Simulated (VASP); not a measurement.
# Ru (P6_3/mmc) in VASP: a series of runs

Ru is run at these levels: revPBE+D3(BJ), BLYP+D4, PBE; tasks: relaxation of cell and atoms, single point.

Everything below comes from runs of VASP 6.6.1. Logs are shortened: lines on timing, memory, paths and dates and some standing lists are left out, and cuts for length are marked.

**1. The cell of the first run**

The structure is hexagonal, space group P6_3/mmc (No. 194). The conventional cell has a = 2.706 Å, b = 2.706 Å, c = 4.282 Å, α = 90.00°, β = 90.00°, γ = 120.00°. Ru (site symmetry -6m2) has 12 Ru at 2.65 to 2.71 Å within 3.5 Å.

**2. Relaxation of cell and atoms, revPBE+D3(BJ)**

INCAR reads:

```
SYSTEM = Ru
ALGO = Fast ; EDIFF = 1E-6
EDIFFG = -0.01 ; ENCUT = 600
GGA = RE ; IBRION = 2
ISIF = 3 ; ISMEAR = -1
IVDW = 12 ; LASPH = .True.
LCHARG = .False. ; LREAL = .False.
LWAVE = .False. ; NELM = 60
NSW = 60 ; PREC = Accurate
SIGMA = 0.05
```

KPOINTS reads:

```
k-points
0
Gamma
  11 11 6
  0 0 0
```

POSCAR reads:

```
Ru
1.0
    2.7058000000      0.0000000000      0.0000000000
   -1.3529000000      2.3432915376      0.0000000000
    0.0000000000      0.0000000000      4.2819000000
Ru
2
Direct
    0.6666666667      0.3333333333      0.7500000000
    0.3333333333      0.6666666667      0.2500000000
```

Potentials or basis: VASP PAW PBE potentials, release 64 (Ru_pv).

The run is started by

```sh
cat potpaw_PBE.64/Ru_pv/POTCAR > POTCAR
mpirun -np 1 vasp_std > vasp.out
```

OUTCAR:

```text
SYSTEM = Ru
   EDIFF = 1E-6
   EDIFFG = -0.01
   ENCUT = 600
   GGA = RE
   IBRION = 2
   ISIF = 3
   ISMEAR = -1
   IVDW = 12
   LASPH = .True.
   LREAL = .False.
   NELM = 60
   NSW = 60
   PREC = Accurate
 IVDW          = 12

 ion  position               nearest neighbor table
   1  0.667  0.333  0.750-   2 2.65   2 2.65   2 2.65   2 2.65   2 2.65   2 2.65
   2  0.333  0.667  0.250-   1 2.65   1 2.65   1 2.65   1 2.65   1 2.65   1 2.65

  LATTYP: Found a hexagonal cell.
 ALAT       =     2.7058000000
 C/A-ratio  =     1.5824894671

  Lattice vectors:

 A1 = (   2.7058000000,   0.0000000000,   0.0000000000)
 A2 = (  -1.3529000000,   2.3432915376,   0.0000000000)
 A3 = (   0.0000000000,   0.0000000000,   4.2819000000)

Analysis of symmetry for initial positions (statically):
=====================================================================
 Subroutine PRICEL returns:
 Original cell was already a primitive cell.

 Routine SETGRP: Setting up the symmetry group for a
 hexagonal supercell.

 Subroutine GETGRP returns: Found 24 space group operations
 (whereof 12 operations were pure point group operations)
 out of a pool of 24 trial point group operations.

The static configuration has the point symmetry D_3d.
 The point group associated with its full space group is D_6h.

Analysis of symmetry for dynamics (positions and initial velocities):
=====================================================================
 Subroutine PRICEL returns:
 Original cell was already a primitive cell.

 Routine SETGRP: Setting up the symmetry group for a
 hexagonal supercell.

 Subroutine GETGRP returns: Found 24 space group operations
 (whereof 12 operations were pure point group operations)
 out of a pool of 24 trial point group operations.

The dynamic configuration has the point symmetry D_3d.
 The point group associated with its full space group is D_6h.

 Subroutine INISYM returns: Found 24 space group operations
 (whereof 12 operations are pure point group operations),
 and found     1 'primitive' translations

----------------------------------------------------------------------------------------

                                     Primitive cell

  volume of cell :      27.1493

  direct lattice vectors                    reciprocal lattice vectors
     2.705800000  0.000000000  0.000000000     0.369576465  0.213375072  0.000000000
    -1.352900000  2.343291538  0.000000000     0.000000000  0.426750144  0.000000000
     0.000000000  0.000000000  4.281900000     0.000000000  0.000000000  0.233541185

  length of vectors
     2.705800000  2.705800000  4.281900000     0.426750144  0.426750144  0.233541185

  position of ions in fractional coordinates (direct lattice)
     0.666666667  0.333333333  0.750000000
     0.333333333  0.666666667  0.250000000

  ion indices of the primitive-cell ions
   primitive index   ion index
                 1           1
                 2           2

----------------------------------------------------------------------------------------

 KPOINTS: k-points

Automatic generation of k-mesh.
 Grid dimensions read from file:
 generate k-points for:   11   11    6

 Generating k-lattice:

  Cartesian coordinates                     Fractional coordinates (reciprocal lattice)
     0.033597860  0.019397734  0.000000000     0.090909091  0.000000000  0.000000000
     0.000000000  0.038795468  0.000000000     0.000000000  0.090909091  0.000000000
     0.000000000  0.000000000  0.038923531     0.000000000  0.000000000  0.166666667

  Length of vectors
     0.038795468  0.038795468  0.038923531

  Shift w.r.t. Gamma in fractional coordinates (k-lattice)
     0.000000000  0.000000000  0.000000000

 Subroutine IBZKPT returns following result:
 ===========================================

 Found     64 irreducible k-points:

 Following reciprocal coordinates:
            Coordinates               Weight
  0.000000  0.000000  0.000000      1.000000
  0.090909  0.000000  0.000000      6.000000
  0.181818  0.000000  0.000000      6.000000
  0.272727  0.000000  0.000000      6.000000
  0.363636  0.000000  0.000000      6.000000
  0.454545  0.000000  0.000000      6.000000
[... 16 lines left out ...]
  0.090909  0.090909  0.166667     12.000000
  0.181818  0.090909  0.166667     24.000000
 [... further k-points ...]
   k-points           NKPTS =     64   k-points in BZ     NKDIM =     64   number of bands    NBANDS=     18
   number of dos      NEDOS =    301   number of ions     NIONS =      2
   total plane-waves  NPLWV =  20736
   dimension x,y,z NGX =    24 NGY =   24 NGZ =   36
   dimension x,y,z NGXF=    48 NGYF=   48 NGZF=   72
   ions per type =               2
   NGX,Y,Z   is equivalent  to a cutoff of  14.75, 14.75, 13.98 a.u.
   NGXF,Y,Z  is equivalent  to a cutoff of  29.49, 29.49, 27.95 a.u.
 SYSTEM =  Ru
   PREC   = accura    normal or accurate (medium, high low for compatibility)
   ISTART =      0    job   : 0-new  1-cont  2-samecut
   ICHARG =      2    charge: 1-file 2-atom 10-const
   ISPIN  =      1    spin polarized calculation?
   LNONCOLLINEAR =      F non collinear calculations
   LSORBIT =      F    spin-orbit coupling
   LASPH  =      T    aspherical Exc in radial PAW
   ENCUT  =  600.0 eV  44.10 Ry    6.64 a.u.   5.40  5.40  8.55*2*pi/ulx,y,z
   NELM   =     60;   NELMIN=  2; NELMDL= -5     # of ELM steps
   EDIFF  = 0.1E-05   stopping-criterion for ELM
   LREAL  =      F    real-space projection
   EDIFFG = -.1E-01   stopping-criterion for IOM
   NSW    =     60    number of steps for IOM
   IBRION =      2    ionic relax: 0-MD 1-quasi-New 2-CG
   NFREE  =      1    steps in history (QN), initial steepest desc. (CG)
   ISIF   =      3    stress and relaxation
   ISYM   =      2    0-nonsym 1-usesym 2-fastsym
   POTIM  = 0.5000    time-step for ionic-motion
   TEBEG  =    0.0;   TEEND  =   0.0 temperature during run
   PSTRESS=    0.0 pullay stress
   NELECT =      28.0000    total number of electrons
   NUPDOWN=      -1.0000    fix difference up-down
   EMIN   =  10.00;   EMAX   =-10.00  energy-range for DOS
   EFERMI =   0.00;   METHOD = LEGACY
   ISMEAR =    -1;   SIGMA  =   0.05  broadening in eV -4-tet -1-fermi 0-gaus
   EFERMI_NEDOS =   21; number of points for ismear=-14 and -15
   IALGO  =     68    algorithm
   IMIX   =      4    mixing-type and parameters
     AMIX     =   0.40;   BMIX     =  1.00
     AMIX_MAG =   1.60;   BMIX_MAG =  1.00
  volume/ion in A,a.u.               =      13.57        91.61
  Fermi-wavevector in a.u.,A,eV,Ry     =   1.654022  3.125649 37.222674  2.735789
  Thomas-Fermi vector in A             =   2.742361
   LORBIT       =      0    0 simple, 1 ext, 2 COOP (PROOUT), +10 PAW based schemes
   GGA     = RE    functional components
   LHFCALC =     F    Hartree Fock is set to
   AEXX    =    0.0000 exact exchange contribution
   IVDW    =    12    specifies the selected vdW correction
   LEPSILON=     F    determine dielectric tensor
   LRPA    =     F    only Hartree local field effects (RPA)
 conjugate gradient relaxation of ions
 non-spin polarized calculation
 RMM-DIIS sequential band-by-band and
  energy-cutoff  :      600.00
  volume of cell :       27.15
 maximum number of plane-waves:       935
 NGX is ok and might be reduce to    24
   NGX = 11   NGY = 11   NGZ = 17

--------------------------------------- Ionic step        1  -------------------------------------------

 number of electron      28.0000002 magnetization

 Free energy of the ion-electron system (eV)
  ---------------------------------------------------
  ext. energy  EPLUGINS =         0.00000000
  ---------------------------------------------------
  free energy    TOTEN  =       -17.43119163 eV

  energy without entropy =      -17.41440235  energy(sigma->0) =      -17.42279699

------------------------ aborting loop because EDIFF is reached ----------------------------------------

 Edisp (eV)   -2.36244

 E8    (eV) :    -1.6874

  FORCE on cell =-STRESS in cart. coord.  units (eV):
  Direction    XX          YY          ZZ          XY          YZ          ZX
  --------------------------------------------------------------------------------------
  -------------------------------------------------------------------------------------
  Total      -1.17708    -1.17708    -1.17122    -0.00000     0.00000     0.00000
  in kB     -69.46376   -69.46376   -69.11768    -0.00000     0.00000     0.00000
  external pressure =      -69.35 kB  Pullay stress =        0.00 kB

 VOLUME and BASIS-vectors are now :
 -----------------------------------------------------------------------------
  energy-cutoff  :      600.00
  volume of cell :       27.15
      direct lattice vectors                 reciprocal lattice vectors
     2.705800000  0.000000000  0.000000000     0.369576465  0.213375072  0.000000000
    -1.352900000  2.343291538  0.000000000     0.000000000  0.426750144  0.000000000
     0.000000000  0.000000000  4.281900000     0.000000000  0.000000000  0.233541185
[... 281 lines left out ...]
 POSITION                                       TOTAL-FORCE (eV/Angst)
 -----------------------------------------------------------------------------------
      1.34240      0.77504      3.19134        -0.000000      0.000000      0.000000
     -0.00000      1.55007      1.06378         0.000000     -0.000000      0.000000
 -----------------------------------------------------------------------------------
    total drift:                               -0.000000      0.000000     -0.000000

  FREE ENERGIE OF THE ION-ELECTRON SYSTEM (eV)
  ---------------------------------------------------
  free  energy   TOTEN  =       -19.8064817993 eV

  energy  without entropy=      -19.7902568354  energy(sigma->0) =      -19.79836932

--------------------------------------- Ionic step        9  -------------------------------------------

 number of electron      27.9999996 magnetization

 Free energy of the ion-electron system (eV)
  ---------------------------------------------------
  ext. energy  EPLUGINS =         0.00000000
  ---------------------------------------------------
  free energy    TOTEN  =       -17.39018039 eV

  energy without entropy =      -17.37393938  energy(sigma->0) =      -17.38205988

 E-fermi :  13.2250     XC(G=0): -14.2024

 val. band max:       13.2069538292   @ k =   0.2727   0.0000   0.0000
 cond. band min:      13.2347187526   @ k =   0.2727   0.1818   0.0000
 fundamental gap:      0.0277649234
 Fermi energy:        13.2250326677

 k-point     1 :       0.0000    0.0000    0.0000
  band No.  band energies     occupation
      1     -30.4403      2.00000
      2     -29.4403      2.00000
      3     -29.4403      2.00000
      4     -29.2596      2.00000
      5     -29.2596      2.00000
      6     -29.2165      2.00000
[... 10 lines left out ...]
     17      14.5129      0.00000
     18      14.6082      0.00000
[... 463 lines left out ...]
 k-point    24 :       0.1818    0.0909    0.1667
  band No.  band energies     occupation
      1     -30.2176      2.00000
      2     -29.7600      2.00000
      3     -29.7082      2.00000
      4     -29.5397      2.00000
      5     -29.3588      2.00000
      6     -29.3231      2.00000
[... 10 lines left out ...]
     17      14.8460      0.00000
     18      19.0806      0.00000

 [... further k-points ...]

------------------------ aborting loop because EDIFF is reached ----------------------------------------

 Edisp (eV)   -2.41631

 E8    (eV) :    -1.7262

  FORCE on cell =-STRESS in cart. coord.  units (eV):
  Direction    XX          YY          ZZ          XY          YZ          ZX
  --------------------------------------------------------------------------------------
  -------------------------------------------------------------------------------------
  Total      -0.00430    -0.00430    -0.00757    -0.00000    -0.00000     0.00000
  in kB      -0.25926    -0.25926    -0.45625    -0.00000    -0.00000     0.00000
  external pressure =       -0.32 kB  Pullay stress =        0.00 kB

 VOLUME and BASIS-vectors are now :
 -----------------------------------------------------------------------------
  energy-cutoff  :      600.00
  volume of cell :       26.57
      direct lattice vectors                 reciprocal lattice vectors
     2.685464328 -0.000000000  0.000000000     0.372375082  0.214990854  0.000000000
    -1.342732164  2.325680329 -0.000000000     0.000000000  0.429981708  0.000000000
     0.000000000 -0.000000000  4.254556818    -0.000000000  0.000000000  0.235042107

 POSITION                                       TOTAL-FORCE (eV/Angst)
 -----------------------------------------------------------------------------------
      1.34273      0.77523      3.19092         0.000000      0.000000      0.000000
     -0.00000      1.55045      1.06364        -0.000000     -0.000000      0.000000
 -----------------------------------------------------------------------------------
    total drift:                               -0.000000      0.000000     -0.000000

  FREE ENERGIE OF THE ION-ELECTRON SYSTEM (eV)
  ---------------------------------------------------
  free  energy   TOTEN  =       -19.8064905364 eV

  energy  without entropy=      -19.7902495303  energy(sigma->0) =      -19.79837003

 reached required accuracy - stopping structural energy minimisation
```

Wall time 2.8 min (1 thread of Intel Xeon 8259CL, shared host); peak memory 0.2 GiB.

Results:

```yaml
Free_energy: -19.8065 eV
Relaxed_volume: 13.29 Å³/atom
Relaxed_cell: a = 2.685 Å, b = 2.685 Å, c = 4.255 Å, α = 90.00°, β = 90.00°, γ = 120.00°
Space_group_after_relaxing_to_0.1_Å: P6_3/mmc (No. 194)
Energy_gained_by_relaxing: 6.4 meV/atom
Ionic_steps: 9
Pressure_after_relaxing: 0.0 GPa
Band_gap_on_the_k_mesh: zero (bands 14 and 15 overlap by 3.16 eV)
Dispersion_energy_per_atom: -1.208 eV
```

The path:
```tsv
step	energy change (eV)	largest force (eV/Å)	pressure (GPa)	volume (Å³)
1	0.0000	0.0000	-6.93	27.15
2	0.1146	0.0000	26.18	24.91
3	-0.0128	0.0000	-0.12	26.59
4	-0.0128	0.0000	0.00	26.58
5	-0.0128	0.0000	0.15	26.56
6	-0.0128	0.0000	-0.44	26.60
7	-0.0129	0.0000	-0.11	26.58
8	-0.0128	0.0000	0.21	26.56
9	-0.0129	0.0000	-0.03	26.57
```

Final structure:
```
Ru
1.0
     2.68546    0.00000    0.00000
    -1.34273    2.32568    0.00000
     0.00000    0.00000    4.25456
Ru
2
Direct
  0.66667 0.33333 0.75000
  0.33333 0.66667 0.25000
```

Caveat: the PAW data sets were made with another functional, which shifts forces and pressure a little.

**3. Relaxation of cell and atoms, BLYP+D4**

INCAR reads:

```
AGGAC    = 1.0          
AGGAX    = 1.0          
ALDAC    = 0.0          
ALDAX    = 1.0          
ALGO     = Fast           # electronic algorithm
EDIFF    = 1E-7           # SCF threshold, eV
EDIFFG   = -0.01          # ionic threshold
ENCUT    = 600            # plane-wave cutoff, eV
GGA      = B5             # functional
IBRION   = 2              # ionic algorithm
ISIF     = 3              # what is computed and relaxed
ISMEAR   = -1             # smearing method
IVDW     = 13             # dispersion correction
LASPH    = T              # aspherical terms in the spheres
LCHARG   = F              # write CHGCAR
LREAL    = F              # projectors in reciprocal space
LWAVE    = F              # write WAVECAR
NELM     = 100            # most SCF steps
NSW      = 60             # ionic steps
PREC     = Accurate       # precision mode
SIGMA    = 0.05           # smearing width, eV
VDW_A1   = 0.44488865   
VDW_A2   = 4.0933009    
VDW_S6   = 1.0          
VDW_S8   = 2.34076671
```

KPOINTS reads:

```
k-points
0
Gamma
  11 11 6
```

POSCAR is that of step 2.

Potentials or basis: VASP PAW PBE potentials, release 64 (Ru_pv).

The run is started by

```sh
cat potpaw_PBE.64/Ru_pv/POTCAR > POTCAR
mpirun -np 1 vasp_std > vasp.out
```

Wall time 3.4 min (1 thread of Intel Xeon 8259CL, shared host); peak memory 0.18 GiB.

It converged, with:

- Free energy: -17.7800 eV
- Relaxed volume: 13.91 Å³/atom
- Relaxed cell: a = 2.729 Å, b = 2.729 Å, c = 4.314 Å, α = 90.00°, β = 90.00°, γ = 120.00°
- Space group after relaxing (to 0.1 Å): P6_3/mmc (No. 194)
- Energy gained by relaxing: 7.9 meV/atom
- Ionic steps: 6
- Pressure after relaxing: 0.0 GPa
- Band gap on the k mesh: zero (bands 14 and 15 overlap by 2.95 eV)
- Dispersion energy per atom: -0.985 eV

The path:
| step | energy change (eV) | largest force (eV/Å) | pressure (GPa) | volume (Å³) |
| --- | --- | --- | --- | --- |
| 1 | 0.0000 | 0.0000 | 7.78 | 27.15 |
| 2 | 0.1027 | 0.0000 | -17.65 | 29.82 |
| 3 | -0.0158 | 0.0000 | -0.21 | 27.84 |
| 4 | -0.0158 | 0.0000 | 0.00 | 27.82 |
| 5 | -0.0159 | 0.0000 | 0.00 | 27.82 |
| 6 | -0.0159 | 0.0000 | 0.00 | 27.82 |

Final structure:
```xyz
2
Lattice="2.7288 0.0000 0.0000 -1.3644 2.3632 0.0000 0.0000 0.0000 4.3137" Properties=species:S:1:pos:R:3 pbc="T T T"
Ru    1.3644    0.7877    3.2353
Ru    0.0000    1.5755    1.0784
```

Levels at points of the mesh, in eV from the Fermi level:
| k point | band 11 | band 12 | band 13 | band 14 | band 15 | band 16 | band 17 | band 18 |
| --- | --- | --- | --- | --- | --- | --- | --- | --- |
| (0.00, 0.00, 0.00) | -2.27 | -1.80 | -1.80 | -1.31 | -1.31 | 1.19 | 1.19 | 1.65 |
| (0.00, 0.00, 0.50) | -2.61 | -2.61 | -2.48 | -2.48 | 0.56 | 0.56 | 0.56 | 0.56 |

Caveat: the PAW data sets were made with another functional, which shifts forces and pressure a little.

**4. Single point, PBE**

INCAR reads:

```
SYSTEM = Ru
PREC = Accurate ; ENCUT = 520
EDIFF = 1E-6 ; ISMEAR = -1
SIGMA = 0.03 ; LREAL = .False.
LASPH = .True. ; NELM = 60
ALGO = Normal ; ISIF = 2
LWAVE = .False. ; LCHARG = .False.
GGA = PE ; NBANDS = 21
```

KPOINTS reads:

```
Automatic mesh
0
Gamma
  8 8 4
  0 0 0
```

POSCAR is that of step 3.

The run is started by

```sh
cat potpaw_PBE.64/Ru_pv/POTCAR > POTCAR
mpirun -np 1 vasp_std > vasp.out
```

Wall time 11 s (1 thread of Intel Xeon 8259CL, shared host); peak memory 0.14 GiB.

The run converged. Its results:

```yaml
Free_energy: -18.4916 eV
Pressure: 4.3 GPa
Band_gap_on_the_k_mesh: zero (bands 14 and 15 overlap by 2.91 eV)
```

Stress tensor (GPa, compression positive):
```
4.59 0.00 0.00
0.00 4.59 0.00
0.00 0.00 3.79
```

Levels at points of the mesh, in eV from the Fermi level:
```tsv
k point	band 12	band 13	band 14	band 15	band 16	band 17
(0.00, 0.00, 0.00)	-1.86	-1.86	-1.35	-1.35	1.22	1.22
(0.50, 0.00, 0.00)	-1.74	-1.48	1.48	1.90	1.95	4.12
(0.00, 0.00, 0.50)	-2.71	-2.67	-2.67	0.58	0.58	0.58
(0.50, 0.00, 0.50)	-1.02	0.49	0.49	1.73	1.73	3.45
```

Caveat: the k points lie up to 0.37 Å⁻¹ apart, too coarse for converged energies and pressures of a metal.

**5. Overview**

| task | level | cell | k mesh | cutoff (eV) | smearing | gap on the mesh (eV) | pressure (GPa) | relaxed volume (Å³/atom) |
| --- | --- | --- | --- | --- | --- | --- | --- | --- |
| relaxation of cell and atoms | revPBE+D3(BJ) | relaxed | 11 × 11 × 6 | 600 | fermi-dirac 0.05 eV | none | 0.0 | 13.29 |
| relaxation of cell and atoms | BLYP+D4 | relaxed | 11 × 11 × 6 | 600 | fermi-dirac 0.05 eV | none | 0.0 | 13.91 |
| single point | PBE | as given | 8 × 8 × 4 | 520 | fermi-dirac 0.03 eV | none | 4.3 | - |

Alike in all rows: potentials or basis VASP PAW PBE potentials, release 64 (Ru_pv); no spin polarisation.

Caveats: some runs use coarse meshes; the PAW data sets were made with another functional, which shifts forces and pressure a little (at least some runs).

Absolute energies hang on the potentials; compare differences alone.
